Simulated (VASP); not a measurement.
Crystal: BN.

```xyz
2
Lattice="0.0000 1.8124 1.8124 1.8124 0.0000 1.8124 1.8124 1.8124 0.0000" Properties=species:S:1:pos:R:3 pbc="T T T"
B     1.8124    1.8124    1.8124
N     0.9062    0.9062    0.9062
```

Base run:

```yaml
Program: VASP 6.6.1
Functional: r2SCAN
Potentials_or_basis: VASP PAW PBE potentials, release 64 (B, N)
Cutoff: 520 eV
k_mesh: 12 × 12 × 12
Occupations: gaussian, width 0.02 eV
Spin: no spin polarisation
```

Its results: band gap on the k mesh 4.97 eV, indirect (least direct gap 9.49 eV); pressure -3.7 GPa.

The run is repeated on the same cell with these changes: functional from r2SCAN to PBE; further incar settings from ALGO = Normal; EDIFF = 1e-06; NBANDS = 11 to ALGO = Normal; EDIFF = 1e-07; NBANDS = 11. What comes out?

Band gap on the k mesh 4.45 eV, indirect (least direct gap 8.78 eV); pressure 0.2 GPa.

Caveats: the PAW data sets were made with another functional, which shifts forces and pressure a little (some runs).

A k mesh can miss the band edges.
